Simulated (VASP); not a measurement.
Write the native input for VASP 6.6.1 that does the following.

- Task: electric field gradients
- Functional: PBE
- Potentials or basis: VASP PAW PBE potentials, release 64 (Li_sv, Cl)
- Cutoff: 520 eV
- k mesh: 9 × 9 × 9
- Occupations: fermi-dirac, width 0.03 eV
- Spin: no spin polarisation
- Dipole correction: no
- Further INCAR settings: ALGO = Normal; EDIFF = 1e-08; NBANDS = 12

The structure of LiCl lies in POSCAR:

```
LiCl
1.0
    0.0000000000      2.5388515620      2.5388515620
    2.5388515620      0.0000000000      2.5388515620
    2.5388515620      2.5388515620      0.0000000000
Li Cl
1 1
Direct
    0.0000000000      0.0000000000      0.0000000000
    0.5000000000      0.5000000000      0.5000000000
```

This cell differs from its parent crystal: volume scaled by 0.97.

These files were run (other wordings do the same):

INCAR

```
SYSTEM = LiCl
ALGO     = Normal         ! electronic algorithm
EDIFF    = 1E-8           ! SCF threshold, eV
ENCUT    = 520            ! plane-wave cutoff, eV
GGA      = PE             ! functional
ISIF     = 2              ! what is computed and relaxed
ISMEAR   = -1             ! smearing method
LASPH    = .True.         ! aspherical terms in the spheres
LCHARG   = .False.        ! write CHGCAR
LEFG     = .True.       
LREAL    = .False.        ! projectors in reciprocal space
LWAVE    = .False.        ! write WAVECAR
NBANDS   = 12             ! bands
NELM     = 60             ! most SCF steps
PREC     = Accurate       ! precision mode
SIGMA    = 0.03           ! smearing width, eV
```

KPOINTS

```
k-points
0
Gamma
  9 9 9
  0 0 0
```

Potentials or basis: VASP PAW PBE potentials, release 64 (Li_sv, Cl).

Launch:

```sh
$ cat potpaw_PBE.64/Li_sv/POTCAR potpaw_PBE.64/Cl/POTCAR > POTCAR
$ mpirun -np 1 vasp_std > vasp.out
```

Results of the run:

The band gap on the k mesh is 6.52 eV, direct.

Caveat: without QUAD_EFG the Cq values of the log hold for a quadrupole moment of 1 mb, not for the nuclei.

Wall time 13 s on 1 thread of AMD EPYC 7R13 Processor (Zen 3), with other jobs on the host, peak memory 0.12 GiB.
